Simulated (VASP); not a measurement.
Input of a VASP 6.6.1 run:

File POSCAR:

```
ZnO
1.0
    2.6463485037      0.0000000000      0.0000000000
    0.0000000000      2.6463485037      0.0000000000
    0.0000000000      0.0000000000      2.6463485037
Zn O
1 1
Direct
    0.0000000000      0.0000000000      0.0000000000
    0.5000000000      0.5000000000      0.5000000000
```

The input INCAR.step1:

```
SYSTEM = ZnO
PREC     = Accurate       ! precision mode
ENCUT    = 520            ! plane-wave cutoff, eV
EDIFF    = 1E-5           ! SCF threshold, eV
ISMEAR   = -1             ! smearing method
SIGMA    = 0.05           ! smearing width, eV
LREAL    = .False.        ! projectors in reciprocal space
LASPH    = .True.         ! aspherical terms in the spheres
NELM     = 60             ! most SCF steps
ALGO     = Normal         ! electronic algorithm
ISIF     = 2              ! what is computed and relaxed
LWAVE    = .True.         ! write WAVECAR
LCHARG   = .False.        ! write CHGCAR
GGA      = PE             ! functional
NBANDS   = 16             ! bands
```

File INCAR.step2:

```
SYSTEM = ZnO
PREC     = Accurate       ! precision mode
ENCUT    = 520            ! plane-wave cutoff, eV
EDIFF    = 1E-7           ! SCF threshold, eV
ISMEAR   = -1             ! smearing method
SIGMA    = 0.05           ! smearing width, eV
LREAL    = .False.        ! projectors in reciprocal space
LASPH    = .True.         ! aspherical terms in the spheres
NELM     = 60             ! most SCF steps
ALGO     = Normal         ! electronic algorithm
ISIF     = 2              ! what is computed and relaxed
LWAVE    = .False.        ! write WAVECAR
LCHARG   = .False.        ! write CHGCAR
GGA      = PE             ! functional
LHFCALC  = .True.         ! exact exchange
HFSCREEN = 0.2079         ! screening, 1/A
PRECFOCK = Normal       
ISTART   = 1            
NBANDS   = 16             ! bands
```

File KPOINTS:

```
Automatic mesh
0
Gamma
  5 5 5
  0 0 0
```

Potentials or basis: VASP PAW PBE potentials, release 64 (Zn, O).

The run is started by

```console
$ cat potpaw_PBE.64/Zn/POTCAR potpaw_PBE.64/O/POTCAR > POTCAR
$ cp INCAR.step1 INCAR
$ mpirun -np 1 vasp_std > vasp.out
$ cp INCAR.step2 INCAR
$ mpirun -np 1 vasp_std > vasp.out
```

(1) What does it give for the pressure?

(2) What does it give for the band gap on the k mesh?

## Answers

(1) 1.2 GPa.

(2) 0.95 eV (least direct gap 2.14 eV).

Caveat: the k points lie up to 0.47 Å⁻¹ apart; the PAW data sets were made with another functional, which shifts forces and pressure a little; an odd mesh through Γ misses points on the zone boundary, where band edges can lie.
